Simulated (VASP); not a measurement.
# NbN in VASP: relaxation of the atoms with LDA

Aim: the relaxation of the atoms of NbN with LDA.

All numbers are computed with VASP 6.6.1; they aren't measurements. Logs are shortened: lines on timing, memory, paths and dates and some standing lists are left out, and cuts for length are marked.

### 1 The cell of the first run

The cell holds a slab with vacuum, 6 atoms: a = 3.080 Å, b = 3.080 Å, c = 20.356 Å, α = 90.00°, β = 90.00°, γ = 90.00°.

### 2 Relaxation of the atoms, LDA

The input, INCAR:

```
SYSTEM = NbN
ALGO     = Normal         ! electronic algorithm
DIPOL    = 0.5 0.5 0.500
EDIFF    = 1E-7           ! SCF threshold, eV
EDIFFG   = -0.01          ! ionic threshold
ENCUT    = 520            ! plane-wave cutoff, eV
GGA_COMPAT= .FALSE.      
IBRION   = 2              ! ionic algorithm
IDIPOL   = 3            
ISIF     = 2              ! what is computed and relaxed
ISMEAR   = -1             ! smearing method
LASPH    = .TRUE.         ! aspherical terms in the spheres
LCHARG   = .FALSE.        ! write CHGCAR
LDIPOL   = .TRUE.       
LREAL    = .FALSE.        ! projectors in reciprocal space
LWAVE    = .FALSE.        ! write WAVECAR
NELM     = 120            ! most SCF steps
NELMDL   = -8           
NELMIN   = 4            
NSW      = 60             ! ionic steps
PREC     = Accurate       ! precision mode
SIGMA    = 0.05           ! smearing width, eV
```

The input, KPOINTS:

```
k-points
0
G
  11 11 1
  0 0 0
```

The input, POSCAR:

```
NbN
1.0
    3.0798703058      0.0000000000      0.0000000000
    0.0000000000      3.0798703058      0.0000000000
    0.0000000000      0.0000000000     20.3556000000
Nb N
3 3
Direct
    0.2500000000      0.2500000000      0.3930123809
    0.7500000000      0.7500000000      0.5000000000
    0.2500000000      0.2500000000      0.6069876191
    0.7500000000      0.7500000000      0.3930123809
    0.2500000000      0.2500000000      0.5000000000
    0.7500000000      0.7500000000      0.6069876191
```

Potentials or basis: VASP PAW LDA potentials, release 64 (Nb_sv, N).

On the command line:

```sh
> cat potpaw_LDA.64/Nb_sv/POTCAR potpaw_LDA.64/N/POTCAR > POTCAR
> mpirun -np 1 vasp_std > vasp.out
```

OUTCAR:

```text
SYSTEM = NbN
   EDIFF = 1E-7
   EDIFFG = -0.01
   ENCUT = 520
   IBRION = 2
   ISIF = 2
   ISMEAR = -1
   LASPH = .TRUE.
   LREAL = .FALSE.
   NELM = 120
   NELMDL = -8
   NELMIN = 4
   NSW = 60
   PREC = Accurate

 ion  position               nearest neighbor table
   1  0.250  0.250  0.393-   4 2.18   4 2.18   4 2.18   4 2.18   5 2.18
   2  0.750  0.750  0.500-   5 2.18   5 2.18   5 2.18   5 2.18   6 2.18   4 2.18
   3  0.250  0.250  0.607-   6 2.18   6 2.18   6 2.18   6 2.18   5 2.18
   4  0.750  0.750  0.393-   1 2.18   1 2.18   1 2.18   1 2.18   2 2.18
   5  0.250  0.250  0.500-   2 2.18   2 2.18   2 2.18   2 2.18   3 2.18   1 2.18
   6  0.750  0.750  0.607-   3 2.18   3 2.18   3 2.18   3 2.18   2 2.18

  LATTYP: Found a simple tetragonal cell.
 ALAT       =     3.0798703058
 C/A-ratio  =     6.6092393442

  Lattice vectors:

 A1 = (   3.0798703058,   0.0000000000,   0.0000000000)
 A2 = (   0.0000000000,   3.0798703058,   0.0000000000)
 A3 = (   0.0000000000,   0.0000000000,  20.3556000000)

Analysis of symmetry for initial positions (statically):
=====================================================================
 Subroutine PRICEL returns:
 Original cell was already a primitive cell.

 Routine SETGRP: Setting up the symmetry group for a
 simple tetragonal supercell.

 Subroutine GETGRP returns: Found 16 space group operations
 (whereof  4 operations were pure point group operations)
 out of a pool of 16 trial point group operations.

The static configuration has the point symmetry C_2v.
 The point group associated with its full space group is D_4h.

Analysis of symmetry for dynamics (positions and initial velocities):
=====================================================================
 Subroutine PRICEL returns:
 Original cell was already a primitive cell.

 Routine SETGRP: Setting up the symmetry group for a
 simple tetragonal supercell.

 Subroutine GETGRP returns: Found 16 space group operations
 (whereof  4 operations were pure point group operations)
 out of a pool of 16 trial point group operations.

The dynamic configuration has the point symmetry C_2v.
 The point group associated with its full space group is D_4h.
[... 132 lines left out ...]
   LEPSILON=     F    determine dielectric tensor
   LRPA    =     F    only Hartree local field effects (RPA)
 conjugate gradient relaxation of ions
 non-spin polarized calculation
  energy-cutoff  :      520.00
  volume of cell :      193.09
 maximum number of plane-waves:      5236
 NGX is ok and might be reduce to    24
   NGX = 11   NGY = 11   NGZ = 75

--------------------------------------- Ionic step        1  -------------------------------------------

 number of electron      53.9999987 magnetization

 Free energy of the ion-electron system (eV)
  ---------------------------------------------------
  ext. energy  EPLUGINS =         0.00000000
  ---------------------------------------------------
  free energy    TOTEN  =       -66.13195260 eV

  energy without entropy =      -66.10912180  energy(sigma->0) =      -66.12053720

------------------------ aborting loop because EDIFF is reached ----------------------------------------

  FORCE on cell =-STRESS in cart. coord.  units (eV):
  Direction    XX          YY          ZZ          XY          YZ          ZX
  --------------------------------------------------------------------------------------
  -------------------------------------------------------------------------------------
  Total       -8.2543649     -8.2543649     -1.2566352     -0.0000000      0.0000000      0.0000000
  in kB      -68.4928884    -68.4928884    -10.4272801     -0.0000000      0.0000000      0.0000000
  external PRESSURE =     -49.1376856 kB  Pullay stress =       0.0000000 kB
[... 187 lines left out ...]
--------------------------------------- Ionic step        6  -------------------------------------------

 number of electron      53.9999989 magnetization

 dipolmoment           0.000000      0.000000     -0.000000 electrons x Angstroem

------------------------ aborting loop because EDIFF is reached ----------------------------------------

  FORCE on cell =-STRESS in cart. coord.  units (eV):
  Direction    XX          YY          ZZ          XY          YZ          ZX
  --------------------------------------------------------------------------------------
  -------------------------------------------------------------------------------------
  Total       -7.0853250     -7.0853250      0.0361783      0.0000000     -0.0000000      0.0000000
  in kB      -58.7924545    -58.7924545      0.3001991      0.0000000     -0.0000000      0.0000000
  external PRESSURE =     -39.0949033 kB  Pullay stress =       0.0000000 kB
[... 27 lines left out ...]
--------------------------------------- Ionic step        7  -------------------------------------------

 number of electron      53.9999989 magnetization

 dipolmoment           0.000000      0.000000      0.000000 electrons x Angstroem

 Free energy of the ion-electron system (eV)
  ---------------------------------------------------
  ext. energy  EPLUGINS =         0.00000000
  ---------------------------------------------------
  free energy    TOTEN  =       -66.48699221 eV

  energy without entropy =      -66.44662068  energy(sigma->0) =      -66.46680644

 E-fermi :   2.0829     XC(G=0):  -5.4745

 val. band max:        2.0763617542   @ k =   0.3636   0.3636   0.0000
 cond. band min:       2.0868921773   @ k =   0.1818   0.1818   0.0000
 fundamental gap:      0.0105304231
 Fermi energy:         2.0829023959

 k-point     1 :       0.0000    0.0000    0.0000
  band No.  band energies     occupation
      1     -53.8586      2.00000
      2     -53.8238      2.00000
      3     -53.5404      2.00000
      4     -30.4775      2.00000
      5     -30.2871      2.00000
      6     -29.9704      2.00000
[... 724 lines left out ...]
     31       4.8482      0.00000
     32       5.0694      0.00000

------------------------ aborting loop because EDIFF is reached ----------------------------------------

 vacuum level on the upper side and lower side of the slab       (xc-potential included)        -0.180        -0.180

  FORCE on cell =-STRESS in cart. coord.  units (eV):
  Direction    XX          YY          ZZ          XY          YZ          ZX
  --------------------------------------------------------------------------------------
  -------------------------------------------------------------------------------------
  Total       -7.1277086     -7.1277086     -0.0409167      0.0000000      0.0000000     -0.0000000
  in kB      -59.1441443    -59.1441443     -0.3395179      0.0000000      0.0000000     -0.0000000
  external PRESSURE =     -39.5426021 kB  Pullay stress =       0.0000000 kB
[... 21 lines left out ...]
  FREE ENERGIE OF THE ION-ELECTRON SYSTEM (eV)
  ---------------------------------------------------
  free  energy   TOTEN  =       -66.4869922085 eV

  energy  without entropy=      -66.4466206806  energy(sigma->0) =      -66.46680644

 reached required accuracy - stopping structural energy minimisation

 vacuum level on the upper side and lower side of the slab         5.550         5.550
```

OSZICAR:

```text
N       E                     dE             d eps       ncg     rms          rms(c)
DAV:   1     0.659971079609E+03    0.65997E+03   -0.29300E+04  1560   0.154E+03
DAV:   2    -0.714890828634E+01   -0.66712E+03   -0.65358E+03  1928   0.656E+02
DAV:   3    -0.733651372848E+02   -0.66216E+02   -0.65501E+02  2264   0.165E+02
DAV:   4    -0.778204610410E+02   -0.44553E+01   -0.44157E+01  2344   0.375E+01
[... 100 lines left out ...]
DAV:   4    -0.664869920258E+02    0.18708E-05   -0.19174E-05  2224   0.326E-02    0.712E-03
DAV:   5    -0.664869924514E+02   -0.42557E-06   -0.10124E-05  2232   0.232E-02    0.483E-03
DAV:   6    -0.664869920068E+02    0.44452E-06   -0.46903E-06  2192   0.156E-02    0.128E-03
DAV:   7    -0.664869921273E+02   -0.12048E-06   -0.41611E-07  1488   0.611E-03    0.655E-04
DAV:   8    -0.664869922085E+02   -0.81168E-07   -0.62574E-08  1112   0.241E-03
   7 F= -.66486992E+02 E0= -.66466806E+02  d E =-.135373E-03
```

Run time: 12 min. Hardware: 1 thread of Intel Xeon Platinum 8488C (Sapphire Rapids), shared host; peak memory 0.3 GiB.

Results:

```
Free energy                  : -66.4870 eV
Energy gained by relaxing    : 59.2 meV/atom
Ionic steps                  : 7
Largest force after relaxing : 0.006 eV/Å
Band gap on the k mesh       : zero (bands 27 and 28 overlap by 2.15 eV)
```

Forces in eV/Å, atoms in the order of the input:
```
Nb   0.000  0.000  0.001
Nb   0.000  0.000  0.000
Nb   0.000  0.000 -0.001
N    0.000  0.000 -0.006
N    0.000  0.000  0.000
N    0.000  0.000  0.006
```

Step by step:
```csv
step,energy change (eV),largest force (eV/Å),pressure (GPa)
1,0.0000,1.7890,-4.91
2,-0.3330,0.4482,-4.24
3,-0.3546,0.0589,-3.93
4,-0.3549,0.0294,-3.89
5,-0.3549,0.0353,-3.86
6,-0.3550,0.0157,-3.91
7,-0.3550,0.0061,-3.95
```

Final structure:
```cif
data_structure
_symmetry_space_group_name_H-M 'P 1'
_symmetry_Int_Tables_number 1
_cell_length_a 3.0799
_cell_length_b 3.0799
_cell_length_c 20.3556
_cell_angle_alpha 90.000
_cell_angle_beta 90.000
_cell_angle_gamma 90.000
_cell_volume 193.09
loop_
_atom_site_label
_atom_site_type_symbol
_atom_site_fract_x
_atom_site_fract_y
_atom_site_fract_z
_atom_site_occupancy
Nb1 Nb 0.25000 0.25000 0.39868 1
Nb2 Nb 0.75000 0.75000 0.50000 1
Nb3 Nb 0.25000 0.25000 0.60132 1
N1 N 0.75000 0.75000 0.38802 1
N2 N 0.25000 0.25000 0.50000 1
N3 N 0.75000 0.75000 0.61198 1
```
